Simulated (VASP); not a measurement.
# NiO2 (P-3m1) in VASP: single point with PBEsol

Aim: the single point of NiO2 with PBEsol.

All numbers are computed with VASP 6.6.1; they aren't measurements. Logs are shortened: lines on timing, memory, paths and dates and some standing lists are left out, and cuts for length are marked.

**1. The cell of the first run**

It takes space group P-3m1 (No. 164, trigonal). Conventional cell: a = 2.799 Å, b = 2.799 Å, c = 4.618 Å, α = 90.00°, β = 90.00°, γ = 120.00°. Ni (site symmetry -3m) has 6 O at 1.88 Å within 2.5 Å. O (site symmetry 3m) has 3 Ni at 1.88 Å and 3 O at 2.50 Å within 2.5 Å.

**2. Single point, PBEsol, collinear spin, ferromagnetic start**

The input, INCAR:

```
SYSTEM = NiO2
PREC     = Accurate       ! precision mode
ENCUT    = 600            ! plane-wave cutoff, eV
EDIFF    = 1E-6           ! SCF threshold, eV
ISMEAR   = 0              ! smearing method
SIGMA    = 0.1            ! smearing width, eV
LREAL    = .False.        ! projectors in reciprocal space
LASPH    = .True.         ! aspherical terms in the spheres
NELM     = 200            ! most SCF steps
ALGO     = Normal         ! electronic algorithm
ISIF     = 2              ! what is computed and relaxed
LWAVE    = .False.        ! write WAVECAR
LCHARG   = .False.        ! write CHGCAR
ISPIN    = 2              ! spin polarisation
MAGMOM   = 2 0 0          ! initial moments
LORBIT   = 11             ! projections on sites
LMAXMIX  = 4              ! l up to which the mixer works
GGA      = PS             ! functional
NBANDS   = 22             ! bands
GGA_COMPAT= .False.
```

The input, KPOINTS:

```
Automatic mesh
0
Gamma
  9 9 4
  0 0 0
```

The input, POSCAR:

```
NiO2
1.0
    2.7987818650      0.0000000000      0.0000000000
   -1.3993909325      2.4238161948      0.0000000000
    0.0000000000      0.0000000000      4.6182730000
Ni O
1 2
Direct
    0.0000000000      0.0000000000      0.5000000000
    0.6666666700      0.3333333300      0.7060390000
    0.3333333300      0.6666666700      0.2939610000
```

Potentials or basis: VASP PAW PBE potentials, release 64 (Ni, O).

The run is started by

```bash
> cat potpaw_PBE.64/Ni/POTCAR potpaw_PBE.64/O/POTCAR > POTCAR
> mpirun -np 1 vasp_std > vasp.out
```

OUTCAR:

```text
SYSTEM = NiO2
   PREC = Accurate
   ENCUT = 600
   EDIFF = 1E-6
   ISMEAR = 0
   LREAL = .False.
   LASPH = .True.
   NELM = 200
   ISIF = 2
   ISPIN = 2
   LORBIT = 11
   GGA = PS

 ion  position               nearest neighbor table
   1  0.000  0.000  0.500-   2 1.88   3 1.88   2 1.88   3 1.88   2 1.88   3 1.88
   2  0.667  0.333  0.706-   1 1.88   1 1.88   1 1.88
   3  0.333  0.667  0.294-   1 1.88   1 1.88   1 1.88

  LATTYP: Found a hexagonal cell.
 ALAT       =     2.7987818650
 C/A-ratio  =     1.6501010878

  Lattice vectors:

 A1 = (   2.7987818650,   0.0000000000,   0.0000000000)
 A2 = (  -1.3993909325,   2.4238161948,   0.0000000000)
 A3 = (   0.0000000000,   0.0000000000,   4.6182730000)

Analysis of symmetry for initial positions (statically):
=====================================================================
 Subroutine PRICEL returns:
 Original cell was already a primitive cell.

 Routine SETGRP: Setting up the symmetry group for a
 hexagonal supercell.

 Subroutine GETGRP returns: Found 12 space group operations
 (whereof 12 operations were pure point group operations)
 out of a pool of 24 trial point group operations.

The static configuration has the point symmetry D_3d.

Analysis of symmetry for dynamics (positions and initial velocities):
=====================================================================
 Subroutine PRICEL returns:
 Original cell was already a primitive cell.

 Routine SETGRP: Setting up the symmetry group for a
 hexagonal supercell.

 Subroutine GETGRP returns: Found 12 space group operations
 (whereof 12 operations were pure point group operations)
 out of a pool of 24 trial point group operations.

The dynamic configuration has the point symmetry D_3d.

Analysis of structural, dynamic, and magnetic symmetry:
=====================================================================
 Subroutine PRICEL returns:
 Original cell was already a primitive cell.

 Routine SETGRP: Setting up the symmetry group for a
 hexagonal supercell.

 Subroutine GETGRP returns: Found 12 space group operations
 (whereof 12 operations were pure point group operations)
 out of a pool of 24 trial point group operations.

The overall configuration has the point symmetry D_3d.

 Subroutine INISYM returns: Found 12 space group operations
 (whereof 12 operations are pure point group operations),
 and found     1 'primitive' translations

----------------------------------------------------------------------------------------

                                     Primitive cell

  volume of cell :      31.3291

  direct lattice vectors                    reciprocal lattice vectors
     2.798781865  0.000000000  0.000000000     0.357298299  0.206286269  0.000000000
    -1.399390933  2.423816195  0.000000000     0.000000000  0.412572538  0.000000000
     0.000000000  0.000000000  4.618273000     0.000000000  0.000000000  0.216531158

  length of vectors
     2.798781865  2.798781865  4.618273000     0.412572538  0.412572538  0.216531158

  position of ions in fractional coordinates (direct lattice)
     0.000000000  0.000000000  0.500000000
     0.666666670  0.333333330  0.706039000
     0.333333330  0.666666670  0.293961000

  ion indices of the primitive-cell ions
   primitive index   ion index
                 1           1
                 2           2
                 3           3

----------------------------------------------------------------------------------------

 KPOINTS: Automatic mesh

Automatic generation of k-mesh.
 Grid dimensions read from file:
 generate k-points for:    9    9    4

 Generating k-lattice:

  Cartesian coordinates                     Fractional coordinates (reciprocal lattice)
     0.039699811  0.022920697  0.000000000     0.111111111  0.000000000  0.000000000
     0.000000000  0.045841393  0.000000000     0.000000000  0.111111111  0.000000000
     0.000000000  0.000000000  0.054132789     0.000000000  0.000000000  0.250000000

  Length of vectors
     0.045841393  0.045841393  0.054132789

  Shift w.r.t. Gamma in fractional coordinates (k-lattice)
     0.000000000  0.000000000  0.000000000

 Subroutine IBZKPT returns following result:
 ===========================================

 Found     43 irreducible k-points:

 Following reciprocal coordinates:
            Coordinates               Weight
  0.000000  0.000000  0.000000      1.000000
  0.111111  0.000000  0.000000      6.000000
  0.222222  0.000000  0.000000      6.000000
  0.333333 -0.000000  0.000000      6.000000
  0.444444  0.000000  0.000000      6.000000
  0.111111  0.111111  0.000000      6.000000
[... 16 lines left out ...]
  0.222222  0.111111  0.250000     12.000000
 -0.111111  0.333333  0.250000     12.000000
 [... further k-points ...]
   k-points           NKPTS =     43   k-points in BZ     NKDIM =     43   number of bands    NBANDS=     22
   number of dos      NEDOS =    301   number of ions     NIONS =      3
   total plane-waves  NPLWV =  23040
   dimension x,y,z NGX =    24 NGY =   24 NGZ =   40
   dimension x,y,z NGXF=    48 NGYF=   48 NGZF=   80
   ions per type =               1   2
   NGX,Y,Z   is equivalent  to a cutoff of  14.26, 14.26, 14.40 a.u.
   NGXF,Y,Z  is equivalent  to a cutoff of  28.51, 28.51, 28.80 a.u.
 SYSTEM =  NiO2
   PREC   = accura    normal or accurate (medium, high low for compatibility)
   ISTART =      0    job   : 0-new  1-cont  2-samecut
   ICHARG =      2    charge: 1-file 2-atom 10-const
   ISPIN  =      2    spin polarized calculation?
   LNONCOLLINEAR =      F non collinear calculations
   LSORBIT =      F    spin-orbit coupling
   LASPH  =      T    aspherical Exc in radial PAW
   ENCUT  =  600.0 eV  44.10 Ry    6.64 a.u.   5.59  5.59  9.22*2*pi/ulx,y,z
   NELM   =    200;   NELMIN=  2; NELMDL= -5     # of ELM steps
   EDIFF  = 0.1E-05   stopping-criterion for ELM
   LREAL  =      F    real-space projection
   EDIFFG = 0.1E-04   stopping-criterion for IOM
   NSW    =      0    number of steps for IOM
   IBRION =     -1    ionic relax: 0-MD 1-quasi-New 2-CG
   NFREE  =      0    steps in history (QN), initial steepest desc. (CG)
   ISIF   =      2    stress and relaxation
   ISYM   =      2    0-nonsym 1-usesym 2-fastsym
   POTIM  = 0.5000    time-step for ionic-motion
   TEBEG  =    0.0;   TEEND  =   0.0 temperature during run
   PSTRESS=    0.0 pullay stress
   NELECT =      22.0000    total number of electrons
   NUPDOWN=      -1.0000    fix difference up-down
   EMIN   =  10.00;   EMAX   =-10.00  energy-range for DOS
   EFERMI =   0.00;   METHOD = LEGACY
   ISMEAR =     0;   SIGMA  =   0.10  broadening in eV -4-tet -1-fermi 0-gaus
   EFERMI_NEDOS =   21; number of points for ismear=-14 and -15
   IALGO  =     38    algorithm
   IMIX   =      4    mixing-type and parameters
     AMIX     =   0.40;   BMIX     =  1.00
     AMIX_MAG =   1.60;   BMIX_MAG =  1.00
  volume/ion in A,a.u.               =      10.44        70.47
  Fermi-wavevector in a.u.,A,eV,Ry     =   1.455123  2.749783 28.808732  2.117382
  Thomas-Fermi vector in A             =   2.572194
   LORBIT       =     11    0 simple, 1 ext, 2 COOP (PROOUT), +10 PAW based schemes
   GGA     = PS    functional components
   LHFCALC =     F    Hartree Fock is set to
   AEXX    =    0.0000 exact exchange contribution
   IVDW    =     0    specifies the selected vdW correction
   LEPSILON=     F    determine dielectric tensor
   LRPA    =     F    only Hartree local field effects (RPA)
 spin polarized calculation
 Gauss-broadening in eV      SIGMA  =   0.10
  energy-cutoff  :      600.00
  volume of cell :       31.33
 maximum number of plane-waves:      1075
 NGX is ok and might be reduce to    24
   NGX = 11   NGY = 11   NGZ = 19

 number of electron      22.0000005 magnetization      -0.0002524

 number of electron      22.0000005 magnetization       0.0000561

 Free energy of the ion-electron system (eV)
  ---------------------------------------------------
  ext. energy  EPLUGINS =         0.00000000
  ---------------------------------------------------
  free energy    TOTEN  =       -18.75218737 eV

  energy without entropy =      -18.75218737  energy(sigma->0) =      -18.75218737

 E-fermi :   3.1662     XC(G=0): -11.0328

 val. band max:        2.6194470813   @ k =   0.1111   0.0000   0.5000
 cond. band min:       3.6092537160   @ k =   0.3333  -0.0000   0.2500
 fundamental gap:      0.9898066347
 Fermi energy:         3.1662309863

 spin component 1

 k-point     1 :       0.0000    0.0000    0.0000
  band No.  band energies     occupation
      1     -16.9201      1.00000
      2     -14.4641      1.00000
      3      -3.1756      1.00000
      4      -2.8589      1.00000
      5      -2.8589      1.00000
      6       0.4886      1.00000
[... 14 lines left out ...]
     21      27.0606      0.00000
     22      27.0606      0.00000
[... 552 lines left out ...]
  band No.  band energies     occupation
      1     -15.8904      1.00000
      2     -14.6100      1.00000
      3      -3.1139      1.00000
      4      -2.5267      1.00000
      5      -2.0658      1.00000
      6      -1.3284      1.00000
[... 14 lines left out ...]
     21      25.9882      0.00000
     22      27.8202      0.00000

 [... further k-points ...]

 spin component 2

 k-point     1 :       0.0000    0.0000    0.0000
  band No.  band energies     occupation
      1     -16.9200      1.00000
      2     -14.4641      1.00000
      3      -3.1756      1.00000
      4      -2.8588      1.00000
      5      -2.8588      1.00000
      6       0.4887      1.00000
[... 14 lines left out ...]
     21      27.0606      0.00000
     22      27.0606      0.00000
[... 552 lines left out ...]
  band No.  band energies     occupation
      1     -15.8904      1.00000
      2     -14.6100      1.00000
      3      -3.1139      1.00000
      4      -2.5267      1.00000
      5      -2.0658      1.00000
      6      -1.3284      1.00000
[... 14 lines left out ...]
     21      25.9881      0.00000
     22      27.8202      0.00000

 [... further k-points ...]

------------------------ aborting loop because EDIFF is reached ----------------------------------------

  FORCE on cell =-STRESS in cart. coord.  units (eV):
  Direction    XX          YY          ZZ          XY          YZ          ZX
  --------------------------------------------------------------------------------------
  -------------------------------------------------------------------------------------
  Total       -0.8305290     -0.8305290     -0.7866793      0.0000000     -0.0000000      0.0000000
  in kB      -42.4734039    -42.4734039    -40.2309190      0.0000000     -0.0000000      0.0000000
  external PRESSURE =     -41.7259089 kB  Pullay stress =       0.0000000 kB

 VOLUME and BASIS-vectors are now :
 -----------------------------------------------------------------------------
  energy-cutoff  :      600.00
  volume of cell :       31.33
      direct lattice vectors                 reciprocal lattice vectors
     2.798781865  0.000000000  0.000000000     0.357298299  0.206286269  0.000000000
    -1.399390933  2.423816195  0.000000000     0.000000000  0.412572538  0.000000000
     0.000000000  0.000000000  4.618273000     0.000000000  0.000000000  0.216531158

 POSITION                                       TOTAL-FORCE (eV/Angst)
 -----------------------------------------------------------------------------------
      0.00000      0.00000      2.30914        -0.000000      0.000000      0.000000
      1.39939      0.80794      3.26068         0.000000      0.000000     -0.412785
     -0.00000      1.61588      1.35759        -0.000000      0.000000      0.412785
 -----------------------------------------------------------------------------------
    total drift:                               -0.000000     -0.000000     -0.000000

  FREE ENERGIE OF THE ION-ELECTRON SYSTEM (eV)
  ---------------------------------------------------
  free  energy   TOTEN  =       -18.7521873693 eV

  energy  without entropy=      -18.7521873693  energy(sigma->0) =      -18.75218737

 total charge

# of ion       s       p       d       tot
------------------------------------------
    1        0.511   0.810   8.217   9.538
    2        1.585   3.305   0.000   4.890
    3        1.585   3.305   0.000   4.890
--------------------------------------------------
tot          3.681   7.420   8.217  19.318

 magnetization (x)

# of ion       s       p       d       tot
------------------------------------------
    1       -0.000  -0.000   0.000  -0.000
    2        0.000   0.000   0.000   0.000
    3        0.000   0.000   0.000   0.000
--------------------------------------------------
tot         -0.000   0.000   0.000   0.000
```

It took 56 s on 1 thread of Intel Xeon Platinum 8375C at 2.90GHz (Ice Lake), shared host; peak memory 0.21 GiB.

Results:

| Item | Value |
| --- | --- |
| Free energy | -18.7522 eV |
| Pressure | -4.2 GPa |
| Largest force | 0.413 eV/Å |
| Band gap on the k mesh | 0.99 eV, indirect (least direct gap 1.15 eV) |
| Net moment | 0.00 μB per cell |
| Valence electrons inside the program's atomic spheres | Ni 9.54; O 4.89 |

Forces on the atoms (eV/Å):
```
Ni   0.000  0.000  0.000
O    0.000  0.000 -0.413
O    0.000  0.000  0.413
```

Caveat: the starting moments collapsed, and a magnetic state may lie lower; the PAW data sets were made with another functional, which shifts forces and pressure a little. A k mesh can miss the band edges.
